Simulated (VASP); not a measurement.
# KI (I4/mmm) in VASP: notebook

KI is run at these levels: PBEsol; tasks: single point.

Program: VASP 6.6.1. These are calculated values, not measurements. Logs are shortened: lines on timing, memory, paths and dates and some standing lists are left out, and cuts for length are marked.

### Step 1. The cell of the first run

Symmetry: I4/mmm, No. 139, tetragonal system. Conventional cell: a = 4.984 Å, b = 4.984 Å, c = 7.331 Å, α = 90.00°, β = 90.00°, γ = 90.00°. Within 4.6 Å of K (site symmetry 4/mmm) lie 6 I at 3.52 to 3.67 Å. I (site symmetry 4/mmm) has 6 K at 3.52 to 3.67 Å within 4.6 Å.

### Step 2. Single point, PBEsol (strain +0.0400 x Voigt [0, 0, 1, 0, 0, 0])

Input file INCAR:

```
SYSTEM = KI
ALGO = Normal
EDIFF = 1E-6
ENCUT = 520
GGA = PS
ISIF = 2
ISMEAR = 0
LASPH = .True.
LCHARG = .False.
LREAL = .False.
LWAVE = .False.
NBANDS = 15
NELM = 80
PREC = Accurate
SIGMA = 0.05
```

Input file KPOINTS:

```
k-points
0
Gamma
  6 6 6
  0 0 0
```

Input file POSCAR:

```
KI
1.0
    0.0000000000      3.5245500000      3.6655320000
    3.5245500000      0.0000000000      3.6655320000
    3.5245500000      3.5245500000      0.0000000000
K I
1 1
Direct
    0.0000000000      0.0000000000      0.0000000000
    0.5000000000      0.5000000000      0.5000000000
```

Potentials or basis: VASP PAW PBE potentials, release 64 (K_sv, I).

Command:

```console
cat potpaw_PBE.64/K_sv/POTCAR potpaw_PBE.64/I/POTCAR > POTCAR
mpirun -np 1 vasp_std > vasp.out
```

OUTCAR:

```text
SYSTEM = KI
   EDIFF = 1E-6
   ENCUT = 520
   GGA = PS
   ISIF = 2
   ISMEAR = 0
   LASPH = .True.
   LREAL = .False.
   NELM = 80
   PREC = Accurate

 ion  position               nearest neighbor table
   1  0.000  0.000  0.000-   2 3.52   2 3.52   2 3.52   2 3.52   2 3.67   2 3.67
   2  0.500  0.500  0.500-   1 3.52   1 3.52   1 3.52   1 3.52   1 3.67   1 3.67

  LATTYP: Found a body centered tetragonal cell.
 ALAT       =     4.9844664113
 C/A-ratio  =     1.4707821049

  Lattice vectors:

 A1 = (  -3.5245500000,   0.0000000000,   3.6655320000)
 A2 = (   3.5245500000,   0.0000000000,   3.6655320000)
 A3 = (   0.0000000000,   3.5245500000,  -3.6655320000)

Analysis of symmetry for initial positions (statically):
=====================================================================
 Subroutine PRICEL returns:
 Original cell was already a primitive cell.

 Routine SETGRP: Setting up the symmetry group for a
 body centered tetragonal supercell.

 Subroutine GETGRP returns: Found 16 space group operations
 (whereof 16 operations were pure point group operations)
 out of a pool of 16 trial point group operations.

The static configuration has the point symmetry D_4h.

Analysis of symmetry for dynamics (positions and initial velocities):
=====================================================================
 Subroutine PRICEL returns:
 Original cell was already a primitive cell.

 Routine SETGRP: Setting up the symmetry group for a
 body centered tetragonal supercell.

 Subroutine GETGRP returns: Found 16 space group operations
 (whereof 16 operations were pure point group operations)
 out of a pool of 16 trial point group operations.

The dynamic configuration has the point symmetry D_4h.

 Subroutine INISYM returns: Found 16 space group operations
 (whereof 16 operations are pure point group operations),
 and found     1 'primitive' translations

----------------------------------------------------------------------------------------

                                     Primitive cell

  volume of cell :      91.0698

  direct lattice vectors                    reciprocal lattice vectors
     0.000000000  3.524550000  3.665532000    -0.141862082  0.141862082  0.136405848
     3.524550000  0.000000000  3.665532000     0.141862082 -0.141862082  0.136405848
     3.524550000  3.524550000  0.000000000     0.141862082  0.141862082 -0.136405848

  length of vectors
     5.085132992  5.085132992  4.984466411     0.242603083  0.242603083  0.242603083

  position of ions in fractional coordinates (direct lattice)
     0.000000000  0.000000000  0.000000000
     0.500000000  0.500000000  0.500000000

  ion indices of the primitive-cell ions
   primitive index   ion index
                 1           1
                 2           2

----------------------------------------------------------------------------------------

 KPOINTS: k-points

Automatic generation of k-mesh.
 Grid dimensions read from file:
 generate k-points for:    6    6    6

 Generating k-lattice:

  Cartesian coordinates                     Fractional coordinates (reciprocal lattice)
    -0.023643680  0.023643680  0.022734308     0.166666667  0.000000000  0.000000000
     0.023643680 -0.023643680  0.022734308     0.000000000  0.166666667  0.000000000
     0.023643680  0.023643680 -0.022734308     0.000000000  0.000000000  0.166666667

  Length of vectors
     0.040433847  0.040433847  0.040433847

  Shift w.r.t. Gamma in fractional coordinates (k-lattice)
     0.000000000  0.000000000  0.000000000

 Subroutine IBZKPT returns following result:
 ===========================================

 Found     30 irreducible k-points:

 Following reciprocal coordinates:
            Coordinates               Weight
  0.000000  0.000000  0.000000      1.000000
  0.166667 -0.000000  0.000000      8.000000
  0.333333  0.000000  0.000000      8.000000
  0.500000 -0.000000  0.000000      4.000000
  0.166667  0.166667  0.000000      2.000000
  0.333333  0.166667  0.000000      8.000000
[... 16 lines left out ...]
  0.333333  0.000000  0.333333      4.000000
  0.500000 -0.000000  0.333333     16.000000
 [... further k-points ...]
   k-points           NKPTS =     30   k-points in BZ     NKDIM =     30   number of bands    NBANDS=     15
   number of dos      NEDOS =    301   number of ions     NIONS =      2
   total plane-waves  NPLWV =  64000
   dimension x,y,z NGX =    40 NGY =   40 NGZ =   40
   dimension x,y,z NGXF=    80 NGYF=   80 NGZF=   80
   ions per type =               1   1
   NGX,Y,Z   is equivalent  to a cutoff of  13.08, 13.08, 13.34 a.u.
   NGXF,Y,Z  is equivalent  to a cutoff of  26.15, 26.15, 26.68 a.u.
 SYSTEM =  KI
   PREC   = accura    normal or accurate (medium, high low for compatibility)
   ISTART =      0    job   : 0-new  1-cont  2-samecut
   ICHARG =      2    charge: 1-file 2-atom 10-const
   ISPIN  =      1    spin polarized calculation?
   LNONCOLLINEAR =      F non collinear calculations
   LSORBIT =      F    spin-orbit coupling
   LASPH  =      T    aspherical Exc in radial PAW
   ENCUT  =  520.0 eV  38.22 Ry    6.18 a.u.   9.45  9.45  9.27*2*pi/ulx,y,z
   NELM   =     80;   NELMIN=  2; NELMDL= -5     # of ELM steps
   EDIFF  = 0.1E-05   stopping-criterion for ELM
   LREAL  =      F    real-space projection
   EDIFFG = 0.1E-04   stopping-criterion for IOM
   NSW    =      0    number of steps for IOM
   IBRION =     -1    ionic relax: 0-MD 1-quasi-New 2-CG
   NFREE  =      0    steps in history (QN), initial steepest desc. (CG)
   ISIF   =      2    stress and relaxation
   ISYM   =      2    0-nonsym 1-usesym 2-fastsym
   POTIM  = 0.5000    time-step for ionic-motion
   TEBEG  =    0.0;   TEEND  =   0.0 temperature during run
   PSTRESS=    0.0 pullay stress
   NELECT =      16.0000    total number of electrons
   NUPDOWN=      -1.0000    fix difference up-down
   EMIN   =  10.00;   EMAX   =-10.00  energy-range for DOS
   EFERMI =   0.00;   METHOD = LEGACY
   ISMEAR =     0;   SIGMA  =   0.05  broadening in eV -4-tet -1-fermi 0-gaus
   EFERMI_NEDOS =   21; number of points for ismear=-14 and -15
   IALGO  =     38    algorithm
   IMIX   =      4    mixing-type and parameters
     AMIX     =   0.40;   BMIX     =  1.00
     AMIX_MAG =   1.60;   BMIX_MAG =  1.00
  volume/ion in A,a.u.               =      45.53       307.28
  Fermi-wavevector in a.u.,A,eV,Ry     =   0.916903  1.732695 11.438568  0.840711
  Thomas-Fermi vector in A             =   2.041811
   LORBIT       =      0    0 simple, 1 ext, 2 COOP (PROOUT), +10 PAW based schemes
   GGA     = PS    functional components
   LHFCALC =     F    Hartree Fock is set to
   AEXX    =    0.0000 exact exchange contribution
   IVDW    =     0    specifies the selected vdW correction
   LEPSILON=     F    determine dielectric tensor
   LRPA    =     F    only Hartree local field effects (RPA)
 non-spin polarized calculation
 Gauss-broadening in eV      SIGMA  =   0.05
  energy-cutoff  :      520.00
  volume of cell :       91.07
 maximum number of plane-waves:      2473
 NGX is ok and might be reduce to    40
   NGX = 19   NGY = 19   NGZ = 19

 number of electron      16.0000000 magnetization

 Free energy of the ion-electron system (eV)
  ---------------------------------------------------
  ext. energy  EPLUGINS =         0.00000000
  ---------------------------------------------------
  free energy    TOTEN  =        -5.80202502 eV

  energy without entropy =       -5.80202502  energy(sigma->0) =       -5.80202502

 E-fermi :  -0.4471     XC(G=0):  -7.2090

 val. band max:       -0.6681987551   @ k =   0.0000   0.0000   0.0000
 cond. band min:       3.0776770943   @ k =   0.0000   0.0000   0.0000
 fundamental gap:      3.7458758494
 Fermi energy:        -0.4471274286

 k-point     1 :       0.0000    0.0000    0.0000
  band No.  band energies     occupation
      1     -29.0510      2.00000
      2     -12.6000      2.00000
      3     -12.5997      2.00000
      4     -12.5997      2.00000
      5     -11.1614      2.00000
      6      -0.6728      2.00000
      7      -0.6682      2.00000
      8      -0.6682      2.00000
      9       3.0777      0.00000
     10       5.6202      0.00000
     11       5.8559      0.00000
     12       5.8559      0.00000
     13       6.4230      0.00000
     14       6.5653      0.00000
     15       8.9095      0.00000

 k-point     2 :       0.1667   -0.0000    0.0000
  band No.  band energies     occupation
      1     -29.0506      2.00000
      2     -12.6375      2.00000
      3     -12.6011      2.00000
      4     -12.5998      2.00000
      5     -11.0946      2.00000
      6      -1.0769      2.00000
      7      -0.7583      2.00000
      8      -0.7519      2.00000
      9       3.6908      0.00000
     10       5.6564      0.00000
     11       5.9997      0.00000
     12       6.1340      0.00000
     13       6.7222      0.00000
     14       6.8705      0.00000
     15       9.7889      0.00000

 k-point     3 :       0.3333    0.0000    0.0000
  band No.  band energies     occupation
      1     -29.0497      2.00000
      2     -12.7052      2.00000
      3     -12.6033      2.00000
      4     -12.5998      2.00000
      5     -10.9669      2.00000
      6      -1.6936      2.00000
      7      -0.9193      2.00000
      8      -0.9080      2.00000
      9       4.4918      0.00000
     10       6.1667      0.00000
     11       6.6554      0.00000
     12       6.8223      0.00000
     13       7.5355      0.00000
     14       7.6641      0.00000
     15       8.7983      0.00000

 k-point     4 :       0.5000   -0.0000    0.0000
  band No.  band energies     occupation
      1     -29.0493      2.00000
      2     -12.7360      2.00000
      3     -12.6044      2.00000
      4     -12.5998      2.00000
      5     -10.9054      2.00000
      6      -1.9483      2.00000
      7      -0.9943      2.00000
      8      -0.9812      2.00000
      9       4.6836      0.00000
     10       6.8375      0.00000
     11       7.1995      0.00000
     12       7.4852      0.00000
     13       7.9447      0.00000
     14       7.9497      0.00000
     15       8.3770      0.00000
[... 307 lines left out ...]
 k-point    22 :      -0.3333    0.5000    0.1667
  band No.  band energies     occupation
      1     -29.0489      2.00000
      2     -12.6427      2.00000
      3     -12.6330      2.00000
      4     -12.6210      2.00000
      5     -10.9879      2.00000
      6      -1.5299      2.00000
      7      -1.1954      2.00000
      8      -1.1863      2.00000
      9       4.9612      0.00000
     10       5.5809      0.00000
     11       6.5832      0.00000
     12       7.4398      0.00000
     13       7.7745      0.00000
     14       8.8795      0.00000
     15       9.1220      0.00000

 k-point    23 :       0.3333    0.0000    0.3333
  band No.  band energies     occupation
      1     -29.0492      2.00000
      2     -12.6594      2.00000
      3     -12.6151      2.00000
      4     -12.6112      2.00000
      5     -11.0107      2.00000
      6      -1.5922      2.00000
      7      -0.9871      2.00000
      8      -0.9458      2.00000
      9       4.4830      0.00000
     10       4.8364      0.00000
     11       7.0999      0.00000
     12       7.2266      0.00000
     13       7.9721      0.00000
     14       8.0864      0.00000
     15       9.1926      0.00000

 k-point    24 :       0.5000   -0.0000    0.3333
  band No.  band energies     occupation
      1     -29.0487      2.00000
      2     -12.6583      2.00000
      3     -12.6227      2.00000
      4     -12.6135      2.00000
      5     -10.9942      2.00000
      6      -1.6060      2.00000
      7      -1.1797      2.00000
      8      -1.0269      2.00000
      9       4.5829      0.00000
     10       5.3744      0.00000
     11       6.8722      0.00000
     12       7.4739      0.00000
     13       8.0989      0.00000
     14       8.5443      0.00000
     15       9.0604      0.00000

 [... further k-points ...]
[... 5 lines left out ...]
  --------------------------------------------------------------------------------------
  -------------------------------------------------------------------------------------
  Total       -0.1698236     -0.1698236     -0.5601616      0.0000000     -0.0000000      0.0000000
  in kB       -2.9876808     -2.9876808     -9.8548391      0.0000000     -0.0000000      0.0000000
  external PRESSURE =      -5.2767336 kB  Pullay stress =       0.0000000 kB

 VOLUME and BASIS-vectors are now :
 -----------------------------------------------------------------------------
  energy-cutoff  :      520.00
  volume of cell :       91.07
      direct lattice vectors                 reciprocal lattice vectors
     0.000000000  3.524550000  3.665532000    -0.141862082  0.141862082  0.136405848
     3.524550000  0.000000000  3.665532000     0.141862082 -0.141862082  0.136405848
     3.524550000  3.524550000  0.000000000     0.141862082  0.141862082 -0.136405848

 POSITION                                       TOTAL-FORCE (eV/Angst)
 -----------------------------------------------------------------------------------
      0.00000      0.00000      0.00000         0.000000      0.000000     -0.000000
      3.52455      3.52455      3.66553         0.000000      0.000000      0.000000
 -----------------------------------------------------------------------------------
    total drift:                                0.000000     -0.000000     -0.000000

  FREE ENERGIE OF THE ION-ELECTRON SYSTEM (eV)
  ---------------------------------------------------
  free  energy   TOTEN  =        -5.8020250205 eV

  energy  without entropy=       -5.8020250205  energy(sigma->0) =       -5.80202502
```

Wall time 45 s (1 thread of Intel Xeon Platinum 8488C (Sapphire Rapids), shared host); peak memory 0.25 GiB.

Results:

```
Free energy            : -5.8020 eV
Pressure               : -0.5 GPa
Band gap on the k mesh : 3.75 eV, direct
```

Stress tensor (GPa, compression positive):
```
-0.30  0.00  0.00
 0.00 -0.30  0.00
 0.00  0.00 -0.99
```

Caveat: the cell differs from its parent crystal (strain +0.0400 x Voigt [0, 0, 1, 0, 0, 0]); the PAW data sets were made with another functional, which shifts forces and pressure a little; spin-orbit coupling is left out, which moves the levels of the heavy elements.

(Continued in part 2 of 2.)
